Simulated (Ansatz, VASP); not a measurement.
**Two plane-wave programs on Al2GaP3**

File INCAR:

```
SYSTEM = Al2GaP3
PREC     = Accurate       ! precision mode
ENCUT    = 600            ! plane-wave cutoff, eV
EDIFF    = 1E-6           ! SCF threshold, eV
ISMEAR   = 0              ! smearing method
SIGMA    = 0.02           ! smearing width, eV
LREAL    = .FALSE.        ! projectors in reciprocal space
LASPH    = .TRUE.         ! aspherical terms in the spheres
NELM     = 60             ! most SCF steps
ALGO     = Normal         ! electronic algorithm
ISIF     = 3              ! what is computed and relaxed
LWAVE    = .FALSE.        ! write WAVECAR
LCHARG   = .FALSE.        ! write CHGCAR
GGA      = PE             ! functional
IBRION   = 2              ! ionic algorithm
NSW      = 100            ! ionic steps
EDIFFG   = -0.01          ! ionic threshold
```

KPOINTS

```
regular mesh
0
G
  6 6 4
  0 0 0
```

The input POSCAR:

```
Al2GaP3
1.0
    6.7250033012      0.0000000000      0.0000000000
   -3.3625016506      5.8240236993      0.0000000000
    0.0000000000      0.0000000000      6.3905798714
Al Ga P
4 2 6
Direct
    0.0000000000      0.0000000000      0.0004587415
    0.6667448045      0.6667448045      0.4998097191
    0.3332551955      0.0000000000      0.4998097191
    0.0000000000      0.3332551955      0.4998097191
    0.3333333333      0.6666666667      0.0011484276
    0.6666666667      0.3333333333      0.0011484276
    0.3333333333      0.6666666667      0.3757263002
    0.0000000000      0.0000000000      0.3743646742
    0.6666666667      0.3333333333      0.3757263002
    0.6670007296      0.6670007296      0.8739993438
    0.3329992704      0.0000000000      0.8739993438
    0.0000000000      0.3329992704      0.8739993438
```

Input for Ansatz:

```yaml
crystal:
  lattice:
    - [6.7250033012, 0.0, 0.0]
    - [-3.3625016506, 5.8240236993, 0.0]
    - [0.0, 0.0, 6.3905798714]
  atoms:
    - { symbol: Al, position: [0.0, 0.0, 0.0004587415] }
    - { symbol: Al, position: [0.6667448045, 0.6667448045, 0.4998097191] }
    - { symbol: Al, position: [0.3332551955, 0.0, 0.4998097191] }
    - { symbol: Al, position: [0.0, 0.3332551955, 0.4998097191] }
    - { symbol: Ga, position: [0.3333333333, 0.6666666667, 0.0011484276] }
    - { symbol: Ga, position: [0.6666666667, 0.3333333333, 0.0011484276] }
    - { symbol: P, position: [0.3333333333, 0.6666666667, 0.3757263002] }
    - { symbol: P, position: [0.0, 0.0, 0.3743646742] }
    - { symbol: P, position: [0.6666666667, 0.3333333333, 0.3757263002] }
    - { symbol: P, position: [0.6670007296, 0.6670007296, 0.8739993438] }
    - { symbol: P, position: [0.3329992704, 0.0, 0.8739993438] }
    - { symbol: P, position: [0.0, 0.3329992704, 0.8739993438] }
basis:
  ecutwfc: 420
kpoints:
  mp_grid: { grid: [6, 6, 4] }
hamiltonian:
  xc: pbe
scf:
  occupations: { method: gaussian, width: 0.02 }
output:
  forces: true
  stress: true
  eigenvalues: true
  write_density: true
  write_potential: true
  elf: true
  volumetric_format: npy
relax:
  adjacent_minimum: "off"
  f_tol: 0.01
  max_steps: 80
  cell: { stress_tol: 0.05 }
```

Alike in both runs: task relaxation of cell and atoms; functional PBE; k mesh 6 × 6 × 4; occupations gaussian, width 0.02 eV; no spin polarisation.

```csv
,VASP,Ansatz
version,VASP 6.6.1,Ansatz 0.2.0
potentials or method,"VASP PAW PBE potentials, release 64 (Al, Ga_d, P), cutoff 600 eV","scalar-relativistic, plane waves, PAW"
valence electrons in the cell,68,68
```

|  | VASP | Ansatz | Ansatz less VASP |
| --- | --- | --- | --- |
| gap on the k mesh at the Fermi level, each at its own relaxed structure (eV) | 1.70 | 1.71 | +0.005 |
| relaxed volume (Å³/atom) | 20.87 | 20.89 | +0.012 |
| relaxed cell length with the largest relative difference (Å) | 6.728 | 6.731 | +0.0023 |
